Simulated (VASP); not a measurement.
# Ga3HN3 in VASP: relaxation of the atoms with PBE

Aim: the relaxation of the atoms of Ga3HN3 with PBE.

All numbers are computed with VASP 6.6.1; they aren't measurements. Logs are shortened: lines on timing, memory, paths and dates and some standing lists are left out, and cuts for length are marked.

### 1 The cell of the first run

The cell holds a slab with vacuum, 7 atoms: a = 3.217 Å, b = 3.217 Å, c = 21.220 Å, α = 90.00°, β = 90.00°, γ = 90.00°.

### 2 Relaxation of the atoms, PBE, collinear spin

File INCAR:

```
  ALGO = Normal
  DIPOL = 0.5 0.5 0.336
  EDIFF = 1E-7
  EDIFFG = -0.025
  ENCUT = 520
  GGA = PE
  GGA_COMPAT = F
  IBRION = 2
  IDIPOL = 3
  ISIF = 2
  ISMEAR = 0
  ISPIN = 2
  KPAR = 8
  LASPH = T
  LCHARG = F
  LDIPOL = T
  LORBIT = 11
  LREAL = F
  LWAVE = F
  MAGMOM = 0 0 0 0 0 0 1
  NELM = 200
  NELMDL = -8
  NELMIN = 4
  NSW = 36
  PREC = Accurate
  SIGMA = 0.05
```

File KPOINTS:

```
k-points
0
Gamma
  8 8 1
```

File POSCAR:

```
Ga3HN3
1.0
    3.2165072845      0.0000000000      0.0000000000
    0.0000000000      3.2165072845      0.0000000000
    0.0000000000      0.0000000000     21.2198073008
N Ga H
3 3 1
Selective dynamics
Direct
    0.0000000000      0.5000000000      0.1885031256  F F F
    0.5000000000      0.0000000000      0.2956866679  F F F
    0.0000000000      0.5000000000      0.4029970648  F F F
    0.5000000000      0.5000000000      0.2420948967  F F F
    0.0000000000      0.0000000000      0.3470972837  F F F
    0.5000000000      0.5000000000      0.4580535140  F F F
    0.5000000000      1.0000000000      0.4141770082  F F T
```

Potentials or basis: VASP PAW PBE potentials, release 64 (N, Ga_d, H).

On the command line:

```
$ cat potpaw_PBE.64/N/POTCAR potpaw_PBE.64/Ga_d/POTCAR potpaw_PBE.64/H/POTCAR > POTCAR
$ mpirun -np 8 vasp_std > vasp.out
```

OUTCAR:

```text
EDIFF = 1E-7
   EDIFFG = -0.025
   ENCUT = 520
   GGA = PE
   IBRION = 2
   ISIF = 2
   ISMEAR = 0
   ISPIN = 2
   LASPH = T
   LORBIT = 11
   LREAL = F
   NELM = 200
   NELMDL = -8
   NELMIN = 4
   NSW = 36
   PREC = Accurate

 ion  position               nearest neighbor table
   1  0.000  0.500  0.189-   4 1.97   4 1.97
   2  0.500  0.000  0.296-   5 1.94   5 1.94   4 1.97   4 1.97
   3  0.000  0.500  0.403-   6 1.99   6 1.99   5 2.00   5 2.00
   4  0.500  0.500  0.242-   1 1.97   1 1.97   2 1.97   2 1.97
   5  0.000  0.000  0.347-   2 1.94   2 1.94   3 2.00   3 2.00
   6  0.500  0.500  0.458-   7 1.86   7 1.86   3 1.99   3 1.99
   7  0.500  0.000  0.414-   6 1.86   6 1.86

  LATTYP: Found a simple tetragonal cell.
 ALAT       =     3.2165072845
 C/A-ratio  =     6.5971581669

  Lattice vectors:

 A1 = (   3.2165072845,   0.0000000000,   0.0000000000)
 A2 = (   0.0000000000,   3.2165072845,   0.0000000000)
 A3 = (   0.0000000000,   0.0000000000,  21.2198073008)

Analysis of symmetry for initial positions (statically):
=====================================================================
 Subroutine PRICEL returns:
 Original cell was already a primitive cell.

 Routine SETGRP: Setting up the symmetry group for a
 simple tetragonal supercell.

 Subroutine GETGRP returns: Found  4 space group operations
 (whereof  4 operations were pure point group operations)
 out of a pool of 16 trial point group operations.

The static configuration has the point symmetry C_2v.

Analysis of symmetry for dynamics (positions and initial velocities):
=====================================================================
 Subroutine PRICEL returns:
 Original cell was already a primitive cell.

 Routine SETGRP: Setting up the symmetry group for a
 simple tetragonal supercell.

 Subroutine GETGRP returns: Found  4 space group operations
 (whereof  4 operations were pure point group operations)
 out of a pool of 16 trial point group operations.

The dynamic configuration has the point symmetry C_2v.

Analysis of constrained symmetry for selective dynamics:
=====================================================================
 Subroutine PRICEL returns:
 Original cell was already a primitive cell.

 Routine SETGRP: Setting up the symmetry group for a
 simple tetragonal supercell.

 Subroutine GETGRP returns: Found  4 space group operations
 (whereof  4 operations were pure point group operations)
 out of a pool of 16 trial point group operations.

The constrained configuration has the point symmetry C_2v.

Analysis of structural, dynamic, and magnetic symmetry:
=====================================================================
 Subroutine PRICEL returns:
 Original cell was already a primitive cell.

 Routine SETGRP: Setting up the symmetry group for a
 simple tetragonal supercell.

 Subroutine GETGRP returns: Found  4 space group operations
 (whereof  4 operations were pure point group operations)
 out of a pool of 16 trial point group operations.

The overall configuration has the point symmetry C_2v.

 Subroutine INISYM returns: Found  4 space group operations
 (whereof  4 operations are pure point group operations),
 and found     1 'primitive' translations

----------------------------------------------------------------------------------------

                                     Primitive cell

  volume of cell :     219.5384

  direct lattice vectors                    reciprocal lattice vectors
     3.216507285  0.000000000  0.000000000     0.310896234  0.000000000  0.000000000
     0.000000000  3.216507285  0.000000000     0.000000000  0.310896234  0.000000000
     0.000000000  0.000000000 21.219807301     0.000000000  0.000000000  0.047125781
[... 76 lines left out ...]
   number of dos      NEDOS =    301   number of ions     NIONS =      7
   total plane-waves  NPLWV =  92160
   dimension x,y,z NGX =    24 NGY =   24 NGZ =  160
   dimension x,y,z NGXF=    48 NGYF=   48 NGZF=  320
   ions per type =               3   3   1
   NGX,Y,Z   is equivalent  to a cutoff of  12.40, 12.40, 12.54 a.u.
   NGXF,Y,Z  is equivalent  to a cutoff of  24.81, 24.81, 25.07 a.u.
 SYSTEM =  unknown system
   PREC   = accura    normal or accurate (medium, high low for compatibility)
   ISTART =      0    job   : 0-new  1-cont  2-samecut
   ICHARG =      2    charge: 1-file 2-atom 10-const
   ISPIN  =      2    spin polarized calculation?
   LNONCOLLINEAR =      F non collinear calculations
   LSORBIT =      F    spin-orbit coupling
   LASPH  =      T    aspherical Exc in radial PAW
   ENCUT  =  520.0 eV  38.22 Ry    6.18 a.u.   5.98  5.98 39.45*2*pi/ulx,y,z
   NELM   =    200;   NELMIN=  4; NELMDL= -8     # of ELM steps
   EDIFF  = 0.1E-06   stopping-criterion for ELM
   LREAL  =      F    real-space projection
   EDIFFG = -.3E-01   stopping-criterion for IOM
   NSW    =     36    number of steps for IOM
   IBRION =      2    ionic relax: 0-MD 1-quasi-New 2-CG
   NFREE  =      1    steps in history (QN), initial steepest desc. (CG)
   ISIF   =      2    stress and relaxation
   ISYM   =      2    0-nonsym 1-usesym 2-fastsym
   POTIM  = 0.5000    time-step for ionic-motion
   TEBEG  =    0.0;   TEEND  =   0.0 temperature during run
   PSTRESS=    0.0 pullay stress
   NELECT =      55.0000    total number of electrons
   NUPDOWN=      -1.0000    fix difference up-down
   EMIN   =  10.00;   EMAX   =-10.00  energy-range for DOS
   EFERMI =   0.00;   METHOD = LEGACY
   ISMEAR =     0;   SIGMA  =   0.05  broadening in eV -4-tet -1-fermi 0-gaus
   EFERMI_NEDOS =   21; number of points for ismear=-14 and -15
   IALGO  =     38    algorithm
   IMIX   =      4    mixing-type and parameters
     AMIX     =   0.40;   BMIX     =  1.00
     AMIX_MAG =   1.60;   BMIX_MAG =  1.00
  volume/ion in A,a.u.               =      31.36       211.65
  Fermi-wavevector in a.u.,A,eV,Ry     =   1.032030  1.950253 14.491367  1.065085
  Thomas-Fermi vector in A             =   2.166207
   LORBIT       =     11    0 simple, 1 ext, 2 COOP (PROOUT), +10 PAW based schemes
   GGA     = PE    functional components
   LHFCALC =     F    Hartree Fock is set to
   AEXX    =    0.0000 exact exchange contribution
   IVDW    =     0    specifies the selected vdW correction
   LEPSILON=     F    determine dielectric tensor
   LRPA    =     F    only Hartree local field effects (RPA)
 conjugate gradient relaxation of ions
 spin polarized calculation
 Gauss-broadening in eV      SIGMA  =   0.05
  energy-cutoff  :      520.00
  volume of cell :      219.54
 maximum number of plane-waves:      5966
   NGX = 11   NGY = 11   NGZ = 79

 dipolmoment           0.000000      0.000000      0.036737 electrons x Angstroem

--------------------------------------- Ionic step        1  -------------------------------------------

 number of electron      55.0000025 magnetization       0.1657616

 Free energy of the ion-electron system (eV)
  ---------------------------------------------------
  ext. energy  EPLUGINS =         0.00000000
  ---------------------------------------------------
  free energy    TOTEN  =       -32.76725034 eV

  energy without entropy =      -32.76183482  energy(sigma->0) =      -32.76454258

------------------------ aborting loop because EDIFF is reached ----------------------------------------

  FORCE on cell =-STRESS in cart. coord.  units (eV):
  Direction    XX          YY          ZZ          XY          YZ          ZX
  --------------------------------------------------------------------------------------
  -------------------------------------------------------------------------------------
  Total        2.9741914      0.0882426     -1.2186134      0.0000000      0.0000000      0.0000000
  in kB       21.7054594      0.6439890     -8.8933628      0.0000000      0.0000000      0.0000000
  external PRESSURE =       4.4853619 kB  Pullay stress =       0.0000000 kB
[... 280 lines left out ...]
 number of electron      55.0000025 magnetization       0.0001053

 number of electron      55.0000025 magnetization      -0.0000309

 dipolmoment           0.000000      0.000000     -0.264077 electrons x Angstroem

 Free energy of the ion-electron system (eV)
  ---------------------------------------------------
  ext. energy  EPLUGINS =         0.00000000
  ---------------------------------------------------
  free energy    TOTEN  =       -35.04636071 eV

  energy without entropy =      -35.04135249  energy(sigma->0) =      -35.04385660

 E-fermi :  -2.1250     XC(G=0):  -4.7073

 val. band max:       -2.1686672623   @ k =   0.0000   0.0000   0.0000
 cond. band min:      -2.1012001197   @ k =  -0.1250   0.2500   0.0000
 fundamental gap:      0.0674671425
 Fermi energy:        -2.1249618450

 spin component 1

 k-point     1 :       0.0000    0.0000    0.0000
  band No.  band energies     occupation
      1     -18.5381      1.00000
      2     -17.9079      1.00000
      3     -17.2564      1.00000
      4     -17.2267      1.00000
      5     -17.2151      1.00000
      6     -17.1131      1.00000
[... 877 lines left out ...]
     33       3.7332      0.00000
     34       4.6871      0.00000

 [... further k-points ...]

 spin component 2

 k-point     1 :       0.0000    0.0000    0.0000
  band No.  band energies     occupation
      1     -18.5381      1.00000
      2     -17.9079      1.00000
      3     -17.2564      1.00000
      4     -17.2267      1.00000
      5     -17.2151      1.00000
      6     -17.1131      1.00000
[... 877 lines left out ...]
     33       3.7332      0.00000
     34       4.6871      0.00000

 [... further k-points ...]

------------------------ aborting loop because EDIFF is reached ----------------------------------------

 vacuum level on the upper side and lower side of the slab       (xc-potential included)        -2.358         2.136

  FORCE on cell =-STRESS in cart. coord.  units (eV):
  Direction    XX          YY          ZZ          XY          YZ          ZX
  --------------------------------------------------------------------------------------
  -------------------------------------------------------------------------------------
  Total       -0.9842920     -1.2141089     -1.7110085      0.0000000      0.0000000      0.0000000
  in kB       -7.1833006     -8.8604891    -12.4868313      0.0000000      0.0000000      0.0000000
  external PRESSURE =      -9.5102070 kB  Pullay stress =       0.0000000 kB
[... 22 lines left out ...]
  FREE ENERGIE OF THE ION-ELECTRON SYSTEM (eV)
  ---------------------------------------------------
  free  energy   TOTEN  =       -35.0463607136 eV

  energy  without entropy=      -35.0413524855  energy(sigma->0) =      -35.04385660

 reached required accuracy - stopping structural energy minimisation

 vacuum level on the upper side and lower side of the slab         1.513         6.134

 total charge

# of ion       s       p       d       tot
------------------------------------------
    1        1.316   2.146   0.000   3.463
    2        1.238   2.485   0.000   3.723
    3        1.237   2.454   0.000   3.691
    4        0.797   0.866  10.145  11.807
    5        0.791   0.858  10.158  11.806
    6        0.861   0.736  10.054  11.651
    7        0.513   0.009   0.000   0.522
--------------------------------------------------
tot          6.754   9.554  30.356  46.664

 magnetization (x)

# of ion       s       p       d       tot
------------------------------------------
    1       -0.000  -0.000   0.000  -0.000
    2       -0.000   0.000   0.000  -0.000
    3       -0.000  -0.000   0.000  -0.000
    4        0.000  -0.000  -0.000  -0.000
    5       -0.000  -0.000  -0.000  -0.000
    6       -0.000  -0.000  -0.000  -0.000
    7        0.000  -0.000   0.000  -0.000
--------------------------------------------------
tot         -0.000  -0.000  -0.000  -0.000
```

Wall time 14 min (8 MPI ranks of AMD EPYC 9R45 (Zen 5), shared host); peak memory 0.58 GiB.

What came out:

```
Free energy                                           : -35.0464 eV
Energy gained by relaxing                             : 325.6 meV/atom
Ionic steps                                           : 8
Net moment                                            : 0.00 μB per cell
Valence electrons inside the program's atomic spheres : N 3.46, 3.72, 3.69; Ga 11.81, 11.65 (each value once); H 0.52
```

Step by step:
```tsv
step	energy change (eV)	largest force on free atoms (eV/Å)	pressure (GPa)
1	0.0000	1.4245	0.45
2	-0.0980	1.4234	0.43
3	-0.3841	1.3405	0.45
4	-0.9458	1.4872	0.74
5	-2.1715	0.8862	-0.33
6	-0.1890	1.7658	-1.81
7	-2.1270	1.0031	-1.48
8	-2.2791	0.0044	-0.95
```

Final structure:
```
N Ga H
1.0
     3.21651    0.00000    0.00000
     0.00000    3.21651    0.00000
     0.00000    0.00000   21.21981
N Ga H
3 3 1
Cartesian
  0.0000 1.6083 4.0000
  1.6083 0.0000 6.2744
  0.0000 1.6083 8.5515
  1.6083 1.6083 5.1372
  0.0000 0.0000 7.3653
  1.6083 1.6083 9.7198
  1.6083 0.0000 10.5591
```
